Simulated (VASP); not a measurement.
# Al2B2As (P4/mbm) in VASP: further runs

Runs on Al2B2As. Level: PBE. Tasks: single point.

Program: VASP 6.6.1. These are calculated values, not measurements. Logs are shortened: lines on timing, memory, paths and dates and some standing lists are left out, and cuts for length are marked.

### 1 The cell of the first run

Symmetry: P4/mbm, No. 127, tetragonal system. Conventional cell: a = 5.580 Å, b = 5.580 Å, c = 3.669 Å, α = 90.00°, β = 90.00°, γ = 90.00°. Within 2.1 Å of Al (site symmetry m2m) lie 3 B at 1.58 to 1.68 Å. B (site symmetry m2m) has 3 Al at 1.58 to 1.68 Å within 2.1 Å. Within 3.7 Å of As (site symmetry 4/m) lie 8 B at 2.78 Å and 8 Al at 2.84 Å and 2 As at 3.67 Å.

### 2 Single point, PBE

Input file INCAR:

```
PREC = Accurate
ENCUT = 520
EDIFF = 1E-7
ISMEAR = 0
SIGMA = 0.1
LREAL = False
LASPH = True
NELM = 100
ALGO = Normal
ISIF = 2
LWAVE = False
LCHARG = False
GGA = PE
NBANDS = 28
```

Input file KPOINTS:

```
Automatic mesh
0
Gamma
  4 4 6
```

Input file POSCAR:

```
Al2B2As
1.0
    5.5797023500      0.0000000000      0.0000000000
    0.0000000000      5.5797023500      0.0000000000
    0.0000000000      0.0000000000      3.6687779900
Al B As
4 4 2
Direct
    0.3624000000      0.8624000000      0.5000000000
    0.1376000000      0.3624000000      0.5000000000
    0.6376000000      0.1376000000      0.5000000000
    0.8624000000      0.6376000000      0.5000000000
    0.1618999900      0.6618999900      0.5000000000
    0.3381000100      0.1618999900      0.5000000000
    0.8381000100      0.3381000100      0.5000000000
    0.6618999900      0.8381000100      0.5000000000
    0.0000000000      0.0000000000      0.0000000000
    0.5000000000      0.5000000000      0.0000000000
```

Potentials or basis: VASP PAW PBE potentials, release 64 (Al, B, As).

On the command line:

```
cat potpaw_PBE.64/Al/POTCAR potpaw_PBE.64/B/POTCAR potpaw_PBE.64/As/POTCAR > POTCAR
mpirun -np 1 vasp_std > vasp.out
```

OUTCAR:

```text
PREC = Accurate
   ENCUT = 520
   EDIFF = 1E-7
   ISMEAR = 0
   LREAL = False
   LASPH = True
   NELM = 100
   ISIF = 2
   GGA = PE

 ion  position               nearest neighbor table
   1  0.362  0.862  0.500-   5 1.58   6 1.68   8 1.68   3 2.17   9 2.84  10 2.84   9 2.84  10 2.84
                             4 3.06   2 3.06   2 3.06   4 3.06
   2  0.138  0.362  0.500-   6 1.58   5 1.68   7 1.68   4 2.17   9 2.84  10 2.84   9 2.84  10 2.84
                             1 3.06   3 3.06   1 3.06   3 3.06
   3  0.638  0.138  0.500-   7 1.58   6 1.68   8 1.68   1 2.17   9 2.84  10 2.84   9 2.84  10 2.84
                             4 3.06   2 3.06   4 3.06   2 3.06
   4  0.862  0.638  0.500-   8 1.58   7 1.68   5 1.68   2 2.17   9 2.84  10 2.84   9 2.84  10 2.84
                             3 3.06   1 3.06   3 3.06   1 3.06
   5  0.162  0.662  0.500-   1 1.58   2 1.68   4 1.68
   6  0.338  0.162  0.500-   2 1.58   1 1.68   3 1.68
   7  0.838  0.338  0.500-   3 1.58   2 1.68   4 1.68
   8  0.662  0.838  0.500-   4 1.58   3 1.68   1 1.68
   9  0.000  0.000  0.000-   1 2.84   2 2.84   3 2.84   4 2.84   1 2.84   2 2.84   3 2.84   4 2.84

  10  0.500  0.500  0.000-   1 2.84   2 2.84   3 2.84   4 2.84   1 2.84   2 2.84   3 2.84   4 2.84

  LATTYP: Found a simple tetragonal cell.
 ALAT       =     5.5797023500
 C/A-ratio  =     0.6575221687

  Lattice vectors:

 A1 = (   5.5797023500,   0.0000000000,   0.0000000000)
 A2 = (   0.0000000000,   5.5797023500,   0.0000000000)
 A3 = (   0.0000000000,   0.0000000000,   3.6687779900)

Analysis of symmetry for initial positions (statically):
=====================================================================
 Subroutine PRICEL returns:
 Original cell was already a primitive cell.

 Routine SETGRP: Setting up the symmetry group for a
 simple tetragonal supercell.

 Subroutine GETGRP returns: Found 16 space group operations
 (whereof  8 operations were pure point group operations)
 out of a pool of 16 trial point group operations.

The static configuration has the point symmetry C_4h.
 The point group associated with its full space group is D_4h.

Analysis of symmetry for dynamics (positions and initial velocities):
=====================================================================
 Subroutine PRICEL returns:
 Original cell was already a primitive cell.

 Routine SETGRP: Setting up the symmetry group for a
 simple tetragonal supercell.

 Subroutine GETGRP returns: Found 16 space group operations
 (whereof  8 operations were pure point group operations)
 out of a pool of 16 trial point group operations.

The dynamic configuration has the point symmetry C_4h.
 The point group associated with its full space group is D_4h.

 Subroutine INISYM returns: Found 16 space group operations
 (whereof  8 operations are pure point group operations),
 and found     1 'primitive' translations

----------------------------------------------------------------------------------------

                                     Primitive cell

  volume of cell :     114.2204

  direct lattice vectors                    reciprocal lattice vectors
     5.579702350  0.000000000  0.000000000     0.179221030  0.000000000  0.000000000
     0.000000000  5.579702350  0.000000000     0.000000000  0.179221030  0.000000000
     0.000000000  0.000000000  3.668777990     0.000000000  0.000000000  0.272570323

  length of vectors
     5.579702350  5.579702350  3.668777990     0.179221030  0.179221030  0.272570323

  position of ions in fractional coordinates (direct lattice)
     0.362400000  0.862400000  0.500000000
     0.137600000  0.362400000  0.500000000
     0.637600000  0.137600000  0.500000000
     0.862400000  0.637600000  0.500000000
     0.161899990  0.661899990  0.500000000
     0.338100010  0.161899990  0.500000000
     0.838100010  0.338100010  0.500000000
     0.661899990  0.838100010  0.500000000
     0.000000000  0.000000000  0.000000000
     0.500000000  0.500000000  0.000000000

  ion indices of the primitive-cell ions
   primitive index   ion index
                 1           1
                 2           2
                 3           3
                 4           4
                 5           5
                 6           6
                 7           7
                 8           8
                 9           9
                10          10

----------------------------------------------------------------------------------------

 KPOINTS: Automatic mesh

Automatic generation of k-mesh.
 Grid dimensions read from file:
 generate k-points for:    4    4    6

 Generating k-lattice:

  Cartesian coordinates                     Fractional coordinates (reciprocal lattice)
     0.044805257  0.000000000  0.000000000     0.250000000  0.000000000  0.000000000
     0.000000000  0.044805257  0.000000000     0.000000000  0.250000000  0.000000000
     0.000000000  0.000000000  0.045428387     0.000000000  0.000000000  0.166666667

  Length of vectors
     0.044805257  0.044805257  0.045428387

  Shift w.r.t. Gamma in fractional coordinates (k-lattice)
     0.000000000  0.000000000  0.000000000

 Subroutine IBZKPT returns following result:
 ===========================================

 Found     24 irreducible k-points:

 Following reciprocal coordinates:
            Coordinates               Weight
  0.000000  0.000000  0.000000      1.000000
  0.250000  0.000000  0.000000      4.000000
  0.500000  0.000000  0.000000      2.000000
  0.250000  0.250000  0.000000      4.000000
  0.500000  0.250000  0.000000      4.000000
  0.500000  0.500000  0.000000      1.000000
[... 16 lines left out ...]
  0.500000  0.250000  0.500000      4.000000
  0.500000  0.500000  0.500000      1.000000
   k-points           NKPTS =     24   k-points in BZ     NKDIM =     24   number of bands    NBANDS=     28
   number of dos      NEDOS =    301   number of ions     NIONS =     10
   total plane-waves  NPLWV =  49392
   dimension x,y,z NGX =    42 NGY =   42 NGZ =   28
   dimension x,y,z NGXF=    84 NGYF=   84 NGZF=   56
   ions per type =               4   4   2
   NGX,Y,Z   is equivalent  to a cutoff of  12.51, 12.51, 12.69 a.u.
   NGXF,Y,Z  is equivalent  to a cutoff of  25.03, 25.03, 25.38 a.u.
 SYSTEM =  unknown system
   PREC   = accura    normal or accurate (medium, high low for compatibility)
   ISTART =      0    job   : 0-new  1-cont  2-samecut
   ICHARG =      2    charge: 1-file 2-atom 10-const
   ISPIN  =      1    spin polarized calculation?
   LNONCOLLINEAR =      F non collinear calculations
   LSORBIT =      F    spin-orbit coupling
   LASPH  =      T    aspherical Exc in radial PAW
   ENCUT  =  520.0 eV  38.22 Ry    6.18 a.u.  10.37 10.37  6.82*2*pi/ulx,y,z
   NELM   =    100;   NELMIN=  2; NELMDL= -5     # of ELM steps
   EDIFF  = 0.1E-06   stopping-criterion for ELM
   LREAL  =      F    real-space projection
   EDIFFG = 0.1E-05   stopping-criterion for IOM
   NSW    =      0    number of steps for IOM
   IBRION =     -1    ionic relax: 0-MD 1-quasi-New 2-CG
   NFREE  =      0    steps in history (QN), initial steepest desc. (CG)
   ISIF   =      2    stress and relaxation
   ISYM   =      2    0-nonsym 1-usesym 2-fastsym
   POTIM  = 0.5000    time-step for ionic-motion
   TEBEG  =    0.0;   TEEND  =   0.0 temperature during run
   PSTRESS=    0.0 pullay stress
   NELECT =      34.0000    total number of electrons
   NUPDOWN=      -1.0000    fix difference up-down
   EMIN   =  10.00;   EMAX   =-10.00  energy-range for DOS
   EFERMI =   0.00;   METHOD = LEGACY
   ISMEAR =     0;   SIGMA  =   0.10  broadening in eV -4-tet -1-fermi 0-gaus
   EFERMI_NEDOS =   21; number of points for ismear=-14 and -15
   IALGO  =     38    algorithm
   IMIX   =      4    mixing-type and parameters
     AMIX     =   0.40;   BMIX     =  1.00
     AMIX_MAG =   1.60;   BMIX_MAG =  1.00
  volume/ion in A,a.u.               =      11.42        77.08
  Fermi-wavevector in a.u.,A,eV,Ry     =   1.093083  2.065628 16.256667  1.194831
  Thomas-Fermi vector in A             =   2.229362
   LORBIT       =      0    0 simple, 1 ext, 2 COOP (PROOUT), +10 PAW based schemes
   GGA     = PE    functional components
   LHFCALC =     F    Hartree Fock is set to
   AEXX    =    0.0000 exact exchange contribution
   IVDW    =     0    specifies the selected vdW correction
   LEPSILON=     F    determine dielectric tensor
   LRPA    =     F    only Hartree local field effects (RPA)
 non-spin polarized calculation
 Gauss-broadening in eV      SIGMA  =   0.10
  energy-cutoff  :      520.00
  volume of cell :      114.22
 maximum number of plane-waves:      3096
 NGX is ok and might be reduce to    42
   NGX = 21   NGY = 21   NGZ = 13

 number of electron      34.0000001 magnetization

 Free energy of the ion-electron system (eV)
  ---------------------------------------------------
  ext. energy  EPLUGINS =         0.00000000
  ---------------------------------------------------
  free energy    TOTEN  =       -16.84660218 eV

  energy without entropy =      -16.81364084  energy(sigma->0) =      -16.83012151

 E-fermi :   7.7956     XC(G=0): -11.0201

 val. band max:        7.7932450375   @ k =   0.2500   0.2500   0.5000
 cond. band min:       7.8151092307   @ k =   0.5000   0.0000   0.0000
 fundamental gap:      0.0218641931
 Fermi energy:         7.7956225309

 k-point     1 :       0.0000    0.0000    0.0000
  band No.  band energies     occupation
      1      -6.4091      2.00000
      2      -4.0824      2.00000
      3      -1.6122      2.00000
      4      -1.1335      2.00000
      5      -1.1335      2.00000
      6      -0.1773      2.00000
[... 20 lines left out ...]
     27      13.4680      0.00000
     28      14.4057      0.00000
[... 683 lines left out ...]
 k-point    24 :       0.5000    0.5000    0.5000
  band No.  band energies     occupation
      1      -3.4308      2.00000
      2      -3.4308      2.00000
      3      -2.2548      2.00000
      4      -2.2548      2.00000
      5      -1.5075      2.00000
      6      -1.5075      2.00000
[... 20 lines left out ...]
     27      14.9773      0.00000
     28      14.9773      0.00000

------------------------ aborting loop because EDIFF is reached ----------------------------------------

  FORCE on cell =-STRESS in cart. coord.  units (eV):
  Direction    XX          YY          ZZ          XY          YZ          ZX
  --------------------------------------------------------------------------------------
  -------------------------------------------------------------------------------------
  Total      114.8159405    114.8159405      1.6273515      0.0000000      0.0000000      0.0000000
  in kB     1610.5316876   1610.5316876     22.8269793      0.0000000      0.0000000      0.0000000
  external PRESSURE =    1081.2967848 kB  Pullay stress =       0.0000000 kB

 VOLUME and BASIS-vectors are now :
 -----------------------------------------------------------------------------
  energy-cutoff  :      520.00
  volume of cell :      114.22
      direct lattice vectors                 reciprocal lattice vectors
     5.579702350  0.000000000  0.000000000     0.179221030  0.000000000  0.000000000
     0.000000000  5.579702350  0.000000000     0.000000000  0.179221030  0.000000000
     0.000000000  0.000000000  3.668777990     0.000000000  0.000000000  0.272570323

 POSITION                                       TOTAL-FORCE (eV/Angst)
 -----------------------------------------------------------------------------------
      2.02208      4.81194      1.83439         0.368820      0.368820     -0.000000
      0.76777      2.02208      1.83439        -0.368820      0.368820      0.000000
      3.55762      0.76777      1.83439        -0.368820     -0.368820     -0.000000
      4.81194      3.55762      1.83439         0.368820     -0.368820     -0.000000
      0.90335      3.69320      1.83439         0.479936      0.479936     -0.000000
      1.88650      0.90335      1.83439        -0.479936      0.479936      0.000000
      4.67635      1.88650      1.83439        -0.479936     -0.479936     -0.000000
      3.69320      4.67635      1.83439         0.479936     -0.479936     -0.000000
      0.00000      0.00000      0.00000         0.000000      0.000000     -0.000000
      2.78985      2.78985      0.00000         0.000000      0.000000     -0.000000
 -----------------------------------------------------------------------------------
    total drift:                                0.000000      0.000000     -0.000000

  FREE ENERGIE OF THE ION-ELECTRON SYSTEM (eV)
  ---------------------------------------------------
  free  energy   TOTEN  =       -16.8466021800 eV

  energy  without entropy=      -16.8136408436  energy(sigma->0) =      -16.83012151
```

It took 96 s on 1 thread of Intel Xeon 6975P-C, shared host; peak memory 0.24 GiB.

What came out:

| Property | Result |
| --- | --- |
| Free energy | -16.8466 eV |
| Pressure | 108.1 GPa |
| Largest force | 0.679 eV/Å |
| Band gap on the k mesh | zero (band 17 reaches 8.45 eV, above the bottom of band 18 at 7.25 eV) |

Forces in eV/Å, atoms in the order of the input:
```
Al   0.369  0.369  0.000
Al  -0.369  0.369  0.000
Al  -0.369 -0.369  0.000
Al   0.369 -0.369  0.000
B    0.480  0.480  0.000
B   -0.480  0.480  0.000
B   -0.480 -0.480  0.000
B    0.480 -0.480  0.000
As   0.000  0.000  0.000
As   0.000  0.000  0.000
```

Stress tensor (GPa, compression positive):
```
161.05   0.00   0.00
  0.00 161.05   0.00
  0.00   0.00   2.28
```

### 3 Single point, PBE

This run uses another cell than the first one, of 14.99 Å³/atom, 1.313 times its volume.

Input file INCAR:

```
SYSTEM = Al2B2As
PREC     = Accurate       ! precision mode
ENCUT    = 520            ! plane-wave cutoff, eV
EDIFF    = 1E-7           ! SCF threshold, eV
ISMEAR   = 0              ! smearing method
SIGMA    = 0.1            ! smearing width, eV
LREAL    = .False.        ! projectors in reciprocal space
LASPH    = .True.         ! aspherical terms in the spheres
NELM     = 100            ! most SCF steps
ALGO     = Normal         ! electronic algorithm
ISIF     = 2              ! what is computed and relaxed
LWAVE    = .False.        ! write WAVECAR
LCHARG   = .False.        ! write CHGCAR
GGA      = PE             ! functional
NBANDS   = 28             ! bands
```

Input file KPOINTS:

```
Automatic mesh
0
Gamma
  4 4 6
  0 0 0
```

Input file POSCAR:

```
Al2B2As
1.0
    7.1224942631      0.0000000000      0.0000000000
    0.0000000000      7.1224942631      0.0000000000
    0.0000000000      0.0000000000      2.9557532817
Al B As
4 4 2
Direct
    0.3730996501      0.8730996501      0.5000000000
    0.1269003499      0.3730996501      0.5000000000
    0.6269003499      0.1269003499      0.5000000000
    0.8730996501      0.6269003499      0.5000000000
    0.1715018513      0.6715018513      0.5000000000
    0.3284981487      0.1715018513      0.5000000000
    0.8284981487      0.3284981487      0.5000000000
    0.6715018513      0.8284981487      0.5000000000
    0.0000000000      0.0000000000      0.0000000000
    0.5000000000      0.5000000000      0.0000000000
```

Potentials or basis: VASP PAW PBE potentials, release 64 (Al, B, As).

On the command line:

```
cat potpaw_PBE.64/Al/POTCAR potpaw_PBE.64/B/POTCAR potpaw_PBE.64/As/POTCAR > POTCAR
mpirun -np 1 vasp_std > vasp.out
```

It took 2.1 min on 1 thread of Intel Xeon 6975P-C, shared host; peak memory 0.29 GiB.

It converged, with:

```yaml
Free_energy: -41.6003 eV
Pressure: -0.1 GPa
Largest_force: 0.022 eV/Å
Band_gap_on_the_k_mesh: zero (band 17 reaches 8.51 eV, above the bottom of band 18 at 4.51 eV)
```

Forces on the atoms (eV/Å):
```
Al  -0.015 -0.015  0.000
Al   0.015 -0.015  0.000
Al   0.015  0.015  0.000
Al  -0.015  0.015  0.000
B   -0.007 -0.007  0.000
B    0.007 -0.007  0.000
B    0.007  0.007  0.000
B   -0.007  0.007  0.000
As   0.000  0.000  0.000
As   0.000  0.000  0.000
```

Stress tensor (GPa, compression positive):
```
-0.03  0.00  0.00
 0.00 -0.03  0.00
 0.00  0.00 -0.13
```

Levels at points of the mesh, in eV from the Fermi level:
| k point | band 15 | band 16 | band 17 | band 18 | band 19 | band 20 |
| --- | --- | --- | --- | --- | --- | --- |
| (0.00, 0.00, 0.00) | 0.21 | 0.21 | 1.36 | 1.36 | 2.03 | 2.54 |
| (0.50, 0.00, 0.00) | 0.26 | 0.26 | 2.40 | 2.40 | 2.54 | 2.54 |
| (0.50, 0.50, 0.00) | 0.08 | 0.08 | 2.79 | 2.79 | 3.32 | 3.32 |
| (0.00, 0.00, 0.50) | -2.76 | -1.54 | -1.54 | -0.73 | -0.61 | 0.35 |
| (0.50, 0.00, 0.50) | -1.32 | -1.32 | -0.50 | -0.50 | -0.08 | -0.08 |
| (0.50, 0.50, 0.50) | -1.56 | -1.56 | -1.01 | -1.01 | -0.94 | -0.94 |
